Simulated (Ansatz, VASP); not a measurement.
## C: VASP beside Ansatz

```xyz
2
Lattice="2.4696 0.0000 0.0000 -1.2348 2.1387 0.0000 0.0000 0.0000 3.4476" Properties=species:S:1:pos:R:3 pbc="T T T"
C     0.0000    1.4258    0.0000
C     1.2348    0.7129    0.0000
```

Alike in both runs: functional BLYP; dispersion D3(BJ); k mesh 13 × 13 × 4; occupations fermi-dirac, width 0.1 eV; no spin polarisation.

Ansatz relaxed the structure, and its values are those at the end. VASP's run is a single point on that final structure, the one shown.

|  | VASP | Ansatz |
| --- | --- | --- |
| version | VASP 6.6.1 | Ansatz 0.2.0 |
| potentials or method | VASP PAW PBE potentials, release 64 (C), cutoff 600 eV | plane waves, PAW |
| valence electrons in the cell | 8 | 8 |

```tsv
	VASP	Ansatz	Ansatz less VASP
pressure (GPa)	-0.1	0.0	+0.08
```

VASP's potentials were made for PBE, not for BLYP.

The k mesh is coarse, so the values compare programs but aren't converged.
